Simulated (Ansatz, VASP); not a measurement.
# One calculation of TiTe2, two programs

```
Ti Te
1.0
     3.75711    0.00000    0.00000
    -1.87856    3.25375    0.00000
     0.00000    0.00000    7.05880
Ti Te
1 2
Direct
  0.00000 0.00000 0.00000
  0.33333 0.66667 0.27490
  0.66667 0.33333 0.75343
```

Alike in both runs: task single point; functional PBE; k mesh 10 × 10 × 6; occupations gaussian, width 0.05 eV; no spin polarisation.

|  | VASP | Ansatz |
| --- | --- | --- |
| version | VASP 6.6.1 | Ansatz 0.2.0 |
| potentials or method | VASP PAW PBE potentials, release 64 (Ti_sv, Te), cutoff 520 eV | scalar-relativistic, plane waves, PAW |
| valence electrons in the cell | 24 | 44 |

VASP gave:

| Property | Result |
| --- | --- |
| gap on the k mesh at the Fermi level (eV) | none |
| pressure (GPa) | -2.9 |
| traceless stress, the component that is largest in VASP (GPa) | -2.22 |
| rms of the force components (eV/Å) | 0.503 |

Question: Which values does Ansatz return?

Answer: gap on the k mesh at the Fermi level (eV): none; pressure (GPa): -2.9; traceless stress, the component that is largest in VASP (GPa): -2.25; rms of the force components (eV/Å): 0.506.

Atom by atom the forces differ by 0.005 eV/Å (rms over components). A gap of «none» marks a metal or a gap that the smearing closes. VASP's potentials hold 24 valence electrons a cell and Ansatz's 44, so a difference there can come from the potentials and not from the codes.

Neither program's run includes spin-orbit coupling.
